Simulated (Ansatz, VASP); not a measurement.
## One calculation of NaCl, two programs

File INCAR:

```
SYSTEM = NaCl
ALGO = Normal
EDIFF = 1E-6
ENCUT = 520
GGA = PE
ISIF = 2
ISMEAR = 0
LASPH = .True.
LCHARG = .True.
LELF = .True.
LREAL = .False.
LVHAR = .True.
LWAVE = .False.
NBANDS = 14
NELM = 60
PREC = Accurate
SIGMA = 0.05
```

KPOINTS

```
k-points
0
Gamma
  12 12 12
  0 0 0
```

POSCAR

```
NaCl
1.0
    3.5311449085      0.0000000000      0.0000000000
    0.0000000000      3.5311449085      0.0000000000
    0.0000000000      0.0000000000      3.5311449085
Na Cl
1 1
Direct
    0.0000000000      0.0000000000      0.0000000000
    0.5000000000      0.5000000000      0.5000000000
```

Input for Ansatz:

```yaml
crystal:
  lattice:
    - [3.5311449085, 0.0, 0.0]
    - [0.0, 3.5311449085, 0.0]
    - [0.0, 0.0, 3.5311449085]
  atoms:
    - { symbol: Na, position: [0.0, 0.0, 0.0] }
    - { symbol: Cl, position: [0.5, 0.5, 0.5] }
basis:
  ecutwfc: 420
  ecutrho_ratio: 4
kpoints:
  mp_grid: { grid: [12, 12, 12] }
hamiltonian:
  xc: pbe
scf:
  occupations: { method: gaussian, width: 0.05 }
output:
  forces: true
  stress: true
  eigenvalues: true
```

Alike in both runs: task single point; functional PBE; k mesh 12 × 12 × 12; occupations gaussian, width 0.05 eV; no spin polarisation.

|  | VASP | Ansatz |
| --- | --- | --- |
| version | VASP 6.6.1 | Ansatz 0.2.0 |
| potentials or method | VASP PAW PBE potentials, release 64 (Na_pv, Cl), cutoff 520 eV | scalar-relativistic, plane waves, PAW |
| valence electrons in the cell | 14 | 16 |

```csv
,VASP,Ansatz,Ansatz less VASP
gap on the k mesh at the Fermi level (eV),3.90,3.90,0.000
least direct gap on the mesh (eV),4.37,4.37,0.000
pressure (GPa),-0.6,-0.5,+0.05
```

VASP's potentials hold 14 valence electrons a cell and Ansatz's 16, so a difference there can come from the potentials and not from the codes.
